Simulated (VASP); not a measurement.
**Si62O (a cell with a defect): single point with PBEsol**

System: Si62O (a cell with a defect).

```xyz
63
Lattice="10.8656 0.0000 0.0000 0.0000 10.8656 0.0000 0.0000 0.0000 10.8656" Properties=species:S:1:pos:R:3 pbc="T T T"
Si   10.8543    0.0287   10.8403
Si   10.7333   10.7769    5.4391
Si   10.7919    5.4385   10.8536
Si   10.8265    5.4355    5.4309
Si    5.4212    0.0381    0.0591
Si    5.4374   10.8102    5.4590
Si    5.3806    5.3987    0.0736
Si    1.3302    1.3539    1.3783
Si    1.2718    1.2734    6.8141
Si    1.3805    6.7765    1.3182
Si    1.3533    6.7857    6.7716
Si    6.7429    1.4582    1.4514
Si    6.7745    1.3808    6.7724
Si    6.8033    6.8272    1.3134
Si    2.6961    2.7168    0.0234
Si    2.6457    2.6264    5.4032
Si    2.7170    8.1414   10.8180
Si    2.8587    8.0317    5.4483
Si    8.0926    2.7240   10.8199
Si    7.9924    2.9327    5.4658
Si    8.1847    8.2223    0.0175
Si    8.0208    7.7719    5.2840
Si    4.0774    4.0010    1.4374
Si    3.9156    3.9331    6.8611
Si    4.0210    9.4945    1.3650
Si    4.2555    9.3203    6.8568
Si    9.4385    4.0390    1.3569
Si    9.3415    4.2629    6.8496
Si    9.5301    9.5662    1.3899
Si    9.3240    9.3056    6.7198
Si    2.7331    0.0321    2.7459
Si    2.7599   10.7690    8.1270
Si    2.6956    5.3823    2.7335
Si    2.7127    5.4621    8.1615
Si    8.1132    0.0081    2.7540
Si    8.1294   10.8319    8.1017
Si    8.1369    5.4897    2.7053
Si    7.8072    5.7733    8.0328
Si    4.1398    1.3725    4.0845
Si    4.0147    1.3341    9.5160
Si    4.2192    6.5602    4.0911
Si    4.1357    6.7796    9.5162
Si    9.3878    1.4322    4.1282
Si    9.4659    1.3570    9.4711
Si    9.6379    6.8085    3.9320
Si    9.4187    6.8072    9.4698
Si   10.8015    2.6946    2.7276
Si   10.7868    2.7753    8.1308
Si    0.1138    8.2187    2.6653
Si   10.8230    8.1350    8.1181
Si    5.5427    2.9293    2.9491
Si    5.4342    2.7192    8.1659
Si    5.4114    8.1015    2.7089
Si    5.7405    7.8920    8.2036
Si    1.2990    4.0443    4.0901
Si    1.3220    4.0576    9.5200
Si    1.4307    9.4999    4.1247
Si    1.3221    9.4910    9.4829
Si    6.6636    4.7384    4.4423
Si    6.7500    4.1804    9.4800
Si    6.7702    9.4255    4.0936
Si    6.7826    9.5405    9.5413
O     7.2561    6.3263    5.7215
```

```
Program             : VASP 6.6.1
Task                : single point
Functional          : PBEsol
Potentials or basis : VASP PAW PBE potentials, release 64 (Si, O)
Cutoff              : 520 eV
k mesh              : 1 × 1 × 1, shifted
Occupations         : fermi-dirac, width 0.05 eV
Spin                : no spin polarisation
```

The pressure is -2.3 GPa, the largest force is 0.365 eV/Å and the band gap on the k mesh is 0.17 eV.

Forces on the atoms (eV/Å):
```
Si   0.006 -0.019 -0.004
Si  -0.020  0.012 -0.036
Si  -0.020 -0.072  0.026
Si  -0.006  0.002  0.011
Si  -0.130 -0.018  0.026
Si   0.001  0.024 -0.003
Si   0.049  0.044  0.010
Si   0.029  0.015 -0.005
Si   0.000  0.016  0.052
Si  -0.029  0.018 -0.003
Si   0.010  0.012  0.019
Si  -0.014  0.002  0.023
Si   0.010 -0.001  0.017
Si  -0.035 -0.016  0.030
Si  -0.005 -0.079 -0.007
Si  -0.013 -0.001  0.043
Si   0.026 -0.032 -0.016
Si  -0.036  0.002 -0.074
Si   0.009  0.036  0.000
Si   0.010 -0.052 -0.078
Si   0.014 -0.001  0.020
Si   0.158  0.219  0.018
Si  -0.007  0.003 -0.025
Si   0.031  0.057  0.010
Si   0.135 -0.006  0.022
Si  -0.022  0.008  0.042
Si   0.002  0.076 -0.006
Si   0.090 -0.031  0.092
Si   0.019 -0.004  0.012
Si  -0.017 -0.024  0.101
Si  -0.016 -0.024 -0.047
Si   0.008 -0.024 -0.083
Si  -0.002  0.002  0.009
Si  -0.037 -0.053  0.005
Si  -0.035  0.019  0.017
Si  -0.009  0.004 -0.017
Si  -0.004 -0.087  0.028
Si  -0.001  0.082 -0.039
Si   0.040 -0.004 -0.010
Si   0.128  0.043 -0.018
Si   0.126 -0.076  0.035
Si  -0.059 -0.010 -0.042
Si  -0.011  0.020  0.065
Si   0.034 -0.008 -0.020
Si   0.066  0.063 -0.049
Si  -0.016  0.071 -0.008
Si  -0.017  0.003  0.003
Si  -0.025  0.015 -0.096
Si   0.011 -0.056  0.007
Si   0.003 -0.013  0.005
Si  -0.083 -0.022 -0.031
Si  -0.075 -0.037  0.006
Si  -0.114 -0.018  0.005
Si   0.069  0.016 -0.018
Si   0.007  0.003 -0.048
Si   0.038  0.108 -0.016
Si   0.071 -0.016  0.069
Si  -0.002  0.024  0.011
Si  -0.115  0.140 -0.090
Si  -0.060 -0.055 -0.078
Si   0.024 -0.011 -0.014
Si   0.022 -0.019  0.013
O   -0.210 -0.270  0.128
```

Stress tensor (GPa, compression positive):
```
-2.32  1.01 -0.19
 1.01 -3.29  0.15
-0.19  0.15 -1.35
```

Levels at points of the mesh, in eV from the valence-band top:
```csv
k point,band 125,band 126,band 127,band 128,band 129,band 130
"(0.25, 0.25, 0.25)",-0.42,-0.27,-0.11,0.61,0.88,0.99
```

Run time: 21 min on 1 thread of AMD EPYC 9R45 96-Core Processor (Zen 5), on a shared host, peak memory 1.3 GiB.

Caveat: semilocal functionals underestimate gaps, and a narrow one can read as zero; the PAW data sets were made with another functional, which shifts forces and pressure a little.
